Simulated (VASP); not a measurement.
# RuCl2 (P-3m1) in VASP: further runs

RuCl2 is run at these levels: PBE; tasks: single point.

Everything below comes from runs of VASP 6.6.1. Logs are shortened: lines on timing, memory, paths and dates and some standing lists are left out, and cuts for length are marked.

## Step 1: The cell of the first run

The structure is trigonal, space group P-3m1 (No. 164). The conventional cell has a = 3.526 Å, b = 3.526 Å, c = 5.688 Å, α = 90.00°, β = 90.00°, γ = 120.00°. Within 3.3 Å of Ru (site symmetry -3m) lie 6 Cl at 2.49 Å. Cl (site symmetry 3m) has 3 Ru at 2.49 Å within 3.3 Å.

## Step 2: Single point, PBE

Contents of INCAR:

```
SYSTEM = RuCl2
PREC = Accurate
ENCUT = 520
EDIFF = 1E-7
ISMEAR = -1
SIGMA = 0.05
LREAL = .False.
LASPH = .True.
NELM = 80
ALGO = Normal
ISIF = 2
LWAVE = .False.
LCHARG = .False.
GGA = PE
NBANDS = 21
```

Contents of KPOINTS:

```
regular mesh
0
Gamma
  9 9 5
  0 0 0
```

Contents of POSCAR:

```
RuCl2
1.0
    3.5258668328      0.0000000000      0.0000000000
   -1.7629334164      3.0534902433      0.0000000000
    0.0000000000      0.0000000000      5.6879549759
Ru Cl
1 2
Direct
    0.0000000000      0.0000000000      0.0000000000
    0.3333333333      0.6666666667      0.2520000000
    0.6666666667      0.3333333333      0.7480000000
```

Potentials or basis: VASP PAW PBE potentials, release 64 (Ru_pv, Cl).

Started as:

```console
cat potpaw_PBE.64/Ru_pv/POTCAR potpaw_PBE.64/Cl/POTCAR > POTCAR
mpirun -np 1 vasp_std > vasp.out
```

OUTCAR:

```text
SYSTEM = RuCl2
   PREC = Accurate
   ENCUT = 520
   EDIFF = 1E-7
   ISMEAR = -1
   LREAL = .False.
   LASPH = .True.
   NELM = 80
   ISIF = 2
   GGA = PE

 ion  position               nearest neighbor table
   1  0.000  0.000  0.000-   2 2.49   3 2.49   3 2.49   2 2.49   3 2.49   2 2.49
   2  0.333  0.667  0.252-   1 2.49   1 2.49   1 2.49
   3  0.667  0.333  0.748-   1 2.49   1 2.49   1 2.49

  LATTYP: Found a hexagonal cell.
 ALAT       =     3.5258668328
 C/A-ratio  =     1.6132075446

  Lattice vectors:

 A1 = (   3.5258668328,   0.0000000000,   0.0000000000)
 A2 = (  -1.7629334164,   3.0534902433,   0.0000000000)
 A3 = (   0.0000000000,   0.0000000000,   5.6879549759)

Analysis of symmetry for initial positions (statically):
=====================================================================
 Subroutine PRICEL returns:
 Original cell was already a primitive cell.

 Routine SETGRP: Setting up the symmetry group for a
 hexagonal supercell.

 Subroutine GETGRP returns: Found 12 space group operations
 (whereof 12 operations were pure point group operations)
 out of a pool of 24 trial point group operations.

The static configuration has the point symmetry D_3d.

Analysis of symmetry for dynamics (positions and initial velocities):
=====================================================================
 Subroutine PRICEL returns:
 Original cell was already a primitive cell.

 Routine SETGRP: Setting up the symmetry group for a
 hexagonal supercell.

 Subroutine GETGRP returns: Found 12 space group operations
 (whereof 12 operations were pure point group operations)
 out of a pool of 24 trial point group operations.

The dynamic configuration has the point symmetry D_3d.

 Subroutine INISYM returns: Found 12 space group operations
 (whereof 12 operations are pure point group operations),
 and found     1 'primitive' translations

----------------------------------------------------------------------------------------

                                     Primitive cell

  volume of cell :      61.2377

  direct lattice vectors                    reciprocal lattice vectors
     3.525866833  0.000000000  0.000000000     0.283618199  0.163747044  0.000000000
    -1.762933416  3.053490243  0.000000000     0.000000000  0.327494087  0.000000000
     0.000000000  0.000000000  5.687954976     0.000000000  0.000000000  0.175810112

  length of vectors
     3.525866833  3.525866829  5.687954976     0.327494087  0.327494087  0.175810112

  position of ions in fractional coordinates (direct lattice)
     0.000000000  0.000000000  0.000000000
     0.333333333  0.666666667  0.252000000
     0.666666667  0.333333333  0.748000000

  ion indices of the primitive-cell ions
   primitive index   ion index
                 1           1
                 2           2
                 3           3

----------------------------------------------------------------------------------------

 KPOINTS: regular mesh

Automatic generation of k-mesh.
 Grid dimensions read from file:
 generate k-points for:    9    9    5

 Generating k-lattice:

  Cartesian coordinates                     Fractional coordinates (reciprocal lattice)
     0.031513133  0.018194116  0.000000000     0.111111111  0.000000000  0.000000000
     0.000000000  0.036388232  0.000000000     0.000000000  0.111111111  0.000000000
     0.000000000  0.000000000  0.035162022     0.000000000  0.000000000  0.200000000

  Length of vectors
     0.036388232  0.036388232  0.035162022

  Shift w.r.t. Gamma in fractional coordinates (k-lattice)
     0.000000000  0.000000000  0.000000000

 Subroutine IBZKPT returns following result:
 ===========================================

 Found     50 irreducible k-points:

 Following reciprocal coordinates:
            Coordinates               Weight
  0.000000  0.000000  0.000000      1.000000
  0.111111  0.000000  0.000000      6.000000
  0.222222 -0.000000  0.000000      6.000000
  0.333333  0.000000  0.000000      6.000000
  0.444444 -0.000000  0.000000      6.000000
  0.111111  0.111111  0.000000      6.000000
[... 16 lines left out ...]
  0.222222  0.111111  0.200000     12.000000
 -0.111111  0.333333  0.200000     12.000000
 [... further k-points ...]
   k-points           NKPTS =     50   k-points in BZ     NKDIM =     50   number of bands    NBANDS=     21
   number of dos      NEDOS =    301   number of ions     NIONS =      3
   total plane-waves  NPLWV =  32928
   dimension x,y,z NGX =    28 NGY =   28 NGZ =   42
   dimension x,y,z NGXF=    56 NGYF=   56 NGZF=   84
   ions per type =               1   2
   NGX,Y,Z   is equivalent  to a cutoff of  13.20, 13.20, 12.28 a.u.
   NGXF,Y,Z  is equivalent  to a cutoff of  26.40, 26.40, 24.55 a.u.
 SYSTEM =  RuCl2
   PREC   = accura    normal or accurate (medium, high low for compatibility)
   ISTART =      0    job   : 0-new  1-cont  2-samecut
   ICHARG =      2    charge: 1-file 2-atom 10-const
   ISPIN  =      1    spin polarized calculation?
   LNONCOLLINEAR =      F non collinear calculations
   LSORBIT =      F    spin-orbit coupling
   LASPH  =      T    aspherical Exc in radial PAW
   ENCUT  =  520.0 eV  38.22 Ry    6.18 a.u.   6.56  6.56 10.58*2*pi/ulx,y,z
   NELM   =     80;   NELMIN=  2; NELMDL= -5     # of ELM steps
   EDIFF  = 0.1E-06   stopping-criterion for ELM
   LREAL  =      F    real-space projection
   EDIFFG = 0.1E-05   stopping-criterion for IOM
   NSW    =      0    number of steps for IOM
   IBRION =     -1    ionic relax: 0-MD 1-quasi-New 2-CG
   NFREE  =      0    steps in history (QN), initial steepest desc. (CG)
   ISIF   =      2    stress and relaxation
   ISYM   =      2    0-nonsym 1-usesym 2-fastsym
   POTIM  = 0.5000    time-step for ionic-motion
   TEBEG  =    0.0;   TEEND  =   0.0 temperature during run
   PSTRESS=    0.0 pullay stress
   NELECT =      28.0000    total number of electrons
   NUPDOWN=      -1.0000    fix difference up-down
   EMIN   =  10.00;   EMAX   =-10.00  energy-range for DOS
   EFERMI =   0.00;   METHOD = LEGACY
   ISMEAR =    -1;   SIGMA  =   0.05  broadening in eV -4-tet -1-fermi 0-gaus
   EFERMI_NEDOS =   21; number of points for ismear=-14 and -15
   IALGO  =     38    algorithm
   IMIX   =      4    mixing-type and parameters
     AMIX     =   0.40;   BMIX     =  1.00
     AMIX_MAG =   1.60;   BMIX_MAG =  1.00
  volume/ion in A,a.u.               =      20.41       137.75
  Fermi-wavevector in a.u.,A,eV,Ry     =   1.261212  2.383344 21.642173  1.590655
  Thomas-Fermi vector in A             =   2.394682
   LORBIT       =      0    0 simple, 1 ext, 2 COOP (PROOUT), +10 PAW based schemes
   GGA     = PE    functional components
   LHFCALC =     F    Hartree Fock is set to
   AEXX    =    0.0000 exact exchange contribution
   IVDW    =     0    specifies the selected vdW correction
   LEPSILON=     F    determine dielectric tensor
   LRPA    =     F    only Hartree local field effects (RPA)
 non-spin polarized calculation
  energy-cutoff  :      520.00
  volume of cell :       61.24
 maximum number of plane-waves:      1689
 NGX is ok and might be reduce to    28
   NGX = 13   NGY = 13   NGZ = 21

 number of electron      28.0000013 magnetization

 Free energy of the ion-electron system (eV)
  ---------------------------------------------------
  ext. energy  EPLUGINS =         0.00000000
  ---------------------------------------------------
  free energy    TOTEN  =       -13.40532836 eV

  energy without entropy =      -13.40508552  energy(sigma->0) =      -13.40520694

 E-fermi :   5.6878     XC(G=0):  -9.9575

 val. band max:        5.3423592951   @ k =   0.0000   0.4444   0.2000
 cond. band min:       5.9586706204   @ k =   0.0000   0.2222   0.4000
 fundamental gap:      0.6163113253
 Fermi energy:         5.6877758579

 k-point     1 :       0.0000    0.0000    0.0000
  band No.  band energies     occupation
      1     -36.9193      2.00000
      2     -36.7869      2.00000
      3     -36.7869      2.00000
      4     -11.8857      2.00000
      5     -10.9653      2.00000
      6      -1.5347      2.00000
[... 13 lines left out ...]
     20      14.3861      0.00000
     21      16.1105      0.00000

 k-point     2 :       0.1111    0.0000    0.0000
  band No.  band energies     occupation
      1     -36.9183      2.00000
      2     -36.7929      2.00000
      3     -36.7883      2.00000
      4     -11.8037      2.00000
      5     -10.9595      2.00000
      6      -1.3908      2.00000
[... 13 lines left out ...]
     20      14.7699      0.00000
     21      15.3237      0.00000

 k-point     3 :       0.2222   -0.0000    0.0000
  band No.  band energies     occupation
      1     -36.9158      2.00000
      2     -36.8079      2.00000
      3     -36.7920      2.00000
      4     -11.5850      2.00000
      5     -10.9469      2.00000
      6      -1.0018      2.00000
[... 13 lines left out ...]
     20      14.0262      0.00000
     21      15.4835      0.00000

 k-point     4 :       0.3333    0.0000    0.0000
  band No.  band energies     occupation
      1     -36.9129      2.00000
      2     -36.8250      2.00000
      3     -36.7961      2.00000
      4     -11.3091      2.00000
      5     -10.9413      2.00000
      6      -0.8168      2.00000
[... 13 lines left out ...]
     20      14.3454      0.00000
     21      14.8439      0.00000

 k-point     5 :       0.4444   -0.0000    0.0000
  band No.  band energies     occupation
      1     -36.9110      2.00000
      2     -36.8361      2.00000
      3     -36.7988      2.00000
      4     -11.0852      2.00000
      5     -10.9685      2.00000
      6      -1.3501      2.00000
[... 13 lines left out ...]
     20      14.2342      0.00000
     21      14.6205      0.00000
[... 382 lines left out ...]
     20      14.0591      0.00000
     21      14.6133      0.00000

 k-point    22 :       0.1111    0.1111    0.2000
  band No.  band energies     occupation
      1     -36.9166      2.00000
      2     -36.8028      2.00000
      3     -36.7914      2.00000
      4     -11.5973      2.00000
      5     -11.0185      2.00000
      6      -0.9992      2.00000
[... 13 lines left out ...]
     20      14.0977      0.00000
     21      15.1895      0.00000

 k-point    23 :       0.2222    0.1111    0.2000
  band No.  band energies     occupation
      1     -36.9138      2.00000
      2     -36.8177      2.00000
      3     -36.7965      2.00000
      4     -11.3517      2.00000
      5     -11.0000      2.00000
      6      -0.6962      2.00000
[... 13 lines left out ...]
     20      13.8182      0.00000
     21      14.2868      0.00000

 k-point    24 :      -0.1111    0.3333    0.2000
  band No.  band energies     occupation
      1     -36.9138      2.00000
      2     -36.8177      2.00000
      3     -36.7965      2.00000
      4     -11.3762      2.00000
      5     -10.9709      2.00000
      6      -0.8665      2.00000
[... 13 lines left out ...]
     20      13.8623      0.00000
     21      14.9990      0.00000

 [... further k-points ...]

------------------------ aborting loop because EDIFF is reached ----------------------------------------

  FORCE on cell =-STRESS in cart. coord.  units (eV):
  Direction    XX          YY          ZZ          XY          YZ          ZX
  --------------------------------------------------------------------------------------
  -------------------------------------------------------------------------------------
  Total       -1.1238841     -1.1238841     -3.2002953     -0.0000000      0.0000000      0.0000000
  in kB      -29.4044800    -29.4044799    -83.7301834     -0.0000000      0.0000000      0.0000000
  external PRESSURE =     -47.5130478 kB  Pullay stress =       0.0000000 kB

 VOLUME and BASIS-vectors are now :
 -----------------------------------------------------------------------------
  energy-cutoff  :      520.00
  volume of cell :       61.24
      direct lattice vectors                 reciprocal lattice vectors
     3.525866833  0.000000000  0.000000000     0.283618199  0.163747044  0.000000000
    -1.762933416  3.053490243  0.000000000     0.000000000  0.327494087  0.000000000
     0.000000000  0.000000000  5.687954976     0.000000000  0.000000000  0.175810112

 POSITION                                       TOTAL-FORCE (eV/Angst)
 -----------------------------------------------------------------------------------
      0.00000      0.00000      0.00000        -0.000000      0.000000      0.000000
     -0.00000      2.03566      1.43336        -0.000000      0.000000     -1.505477
      1.76293      1.01783      4.25459         0.000000      0.000000      1.505477
 -----------------------------------------------------------------------------------
    total drift:                                0.000000     -0.000000     -0.000000

  FREE ENERGIE OF THE ION-ELECTRON SYSTEM (eV)
  ---------------------------------------------------
  free  energy   TOTEN  =       -13.4053283566 eV

  energy  without entropy=      -13.4050855169  energy(sigma->0) =      -13.40520694
```

Wall time 54 s (1 thread of AMD EPYC 7R43 (Zen 3), shared host); peak memory 0.18 GiB.

Results:

| Item | Value |
| --- | --- |
| Free energy | -13.4053 eV |
| Pressure | -4.8 GPa |
| Largest force | 1.505 eV/Å |
| Band gap on the k mesh | 0.62 eV (least direct gap 0.81 eV) |

Forces on the atoms (eV/Å):
```
Ru   0.000  0.000  0.000
Cl   0.000  0.000 -1.505
Cl   0.000  0.000  1.505
```

Stress tensor (GPa, compression positive):
```
-2.94  0.00  0.00
 0.00 -2.94  0.00
 0.00  0.00 -8.37
```

Levels at points of the mesh, in eV from the valence-band top:
| k point | band 10 | band 11 | band 12 | band 13 | band 14 | band 15 | band 16 | band 17 | band 18 | band 19 |
| --- | --- | --- | --- | --- | --- | --- | --- | --- | --- | --- |
| (0.00, 0.00, 0.00) | -3.31 | -3.18 | -1.17 | -1.17 | -0.85 | 0.94 | 0.94 | 3.42 | 4.97 | 9.04 |

Caveat: the cell stands under tension; an odd mesh through Γ misses points on the zone boundary, where band edges can lie; forces of over 1 eV/Å act on the atoms, so gaps and moduli don't describe the material at rest.

## Step 3: Single point, PBE

This run uses another cell than the first one, of 20.83 Å³/atom.

Contents of INCAR:

```
ALGO = Normal
EDIFF = 1E-6
ENCUT = 520
GGA = PE
ISIF = 2
ISMEAR = -1
LASPH = T
LCHARG = F
LREAL = F
LWAVE = F
NBANDS = 21
NELM = 60
PREC = Accurate
SIGMA = 0.05
```

Contents of KPOINTS:

```
k-points
0
Gamma
  9 9 5
```

Contents of POSCAR:

```
RuCl2
1.0
    3.5496909800      0.0000000000      0.0000000000
   -1.7748454900      3.0741225600      0.0000000000
    0.0000000000      0.0000000000      5.7263882700
Ru Cl
1 2
Direct
    0.0000000000      0.0000000000      0.0000000000
    0.3333333333      0.6666666667      0.2520000000
    0.6666666667      0.3333333333      0.7480000000
```

Potentials or basis: VASP PAW PBE potentials, release 64 (Ru_pv, Cl).

Started as:

```console
cat potpaw_PBE.64/Ru_pv/POTCAR potpaw_PBE.64/Cl/POTCAR > POTCAR
mpirun -np 1 vasp_std > vasp.out
```

It took 58 s on 1 thread of AMD EPYC 7R43 (Zen 3), shared host; peak memory 0.18 GiB.

It converged, with:

* Free energy: -13.3640 eV
* Pressure: -6.0 GPa
* Largest force: 1.616 eV/Å
* Band gap on the k mesh: 0.60 eV (least direct gap 0.79 eV)

Forces in eV/Å, atoms in the order of the input:
```
Ru   0.000  0.000  0.000
Cl   0.000  0.000 -1.616
Cl   0.000  0.000  1.616
```

Stress tensor (GPa, compression positive):
```
-4.33  0.00  0.00
 0.00 -4.33  0.00
 0.00  0.00 -9.32
```

Levels at points of the mesh, in eV from the valence-band top:
```tsv
k point	band 11	band 12	band 13	band 14	band 15	band 16	band 17	band 18
(0.00, 0.00, 0.00)	-3.14	-1.11	-1.11	-0.81	0.91	0.91	3.34	5.00
```

Caveat: the cell stands under tension; an odd mesh through Γ misses points on the zone boundary, where band edges can lie; forces of over 1 eV/Å act on the atoms, so gaps and moduli don't describe the material at rest.
